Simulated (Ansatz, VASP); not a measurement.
# NaBe2: VASP beside Ansatz

Contents of INCAR:

```
PREC = Accurate ; ENCUT = 600
EDIFF = 1E-6 ; ISMEAR = 0
SIGMA = 0.1 ; LREAL = False
LASPH = True ; NELM = 80
ALGO = Fast ; ISIF = 3
LWAVE = False ; LCHARG = False
GGA = PE ; IBRION = 2
NSW = 100 ; EDIFFG = -0.01
```

The input KPOINTS:

```
Automatic mesh
0
Gamma
  10 10 10
```

POSCAR

```
NaBe2
1.0
    0.0000000000      3.4396184759      3.4396184759
    3.4396184759      0.0000000000      3.4396184759
    3.4396184759      3.4396184759      0.0000000000
Na Be
2 4
Direct
    0.5000000000      0.5000000000      0.5000000000
    0.7500000000      0.7500000000      0.7500000000
    0.1250000000      0.1250000000      0.1250000000
    0.6250000000      0.1250000000      0.1250000000
    0.1250000000      0.1250000000      0.6250000000
    0.1250000000      0.6250000000      0.1250000000
```

Input for Ansatz:

```yaml
crystal:
  lattice:
    - [0.0, 3.4396184759, 3.4396184759]
    - [3.4396184759, 0.0, 3.4396184759]
    - [3.4396184759, 3.4396184759, 0.0]
  atoms:
    - { symbol: Na, position: [0.5, 0.5, 0.5] }
    - { symbol: Na, position: [0.75, 0.75, 0.75] }
    - { symbol: Be, position: [0.125, 0.125, 0.125] }
    - { symbol: Be, position: [0.625, 0.125, 0.125] }
    - { symbol: Be, position: [0.125, 0.125, 0.625] }
    - { symbol: Be, position: [0.125, 0.625, 0.125] }
basis:
  ecutwfc: 420
kpoints:
  mp_grid: { grid: [10, 10, 10] }
hamiltonian:
  xc: pbe
scf:
  occupations: { method: gaussian, width: 0.1 }
output:
  forces: true
  stress: true
  eigenvalues: true
relax:
  adjacent_minimum: "off"
  f_tol: 0.01
  max_steps: 80
  cell: { stress_tol: 0.05 }
```

Alike in both runs: task relaxation of cell and atoms; functional PBE; k mesh 10 × 10 × 10; occupations gaussian, width 0.1 eV; no spin polarisation.

|  | VASP | Ansatz |
| --- | --- | --- |
| version | VASP 6.6.1 | Ansatz 0.2.0 |
| potentials or method | VASP PAW PBE potentials, release 64 (Na_pv, Be), cutoff 600 eV | scalar-relativistic, plane waves, PAW |
| valence electrons in the cell | 22 | 26 |

```csv
,VASP,Ansatz,Ansatz less VASP
"gap on the k mesh at the Fermi level, each at its own relaxed structure (eV)",none,none,-
relaxed volume (Å³/atom),13.59,13.58,-0.006
relaxed cell length with the largest relative difference (Å),4.868,4.867,-0.0008
```

A gap of «none» marks a metal or a gap that the smearing closes. VASP's potentials hold 22 valence electrons a cell and Ansatz's 26, so a difference there can come from the potentials and not from the codes.
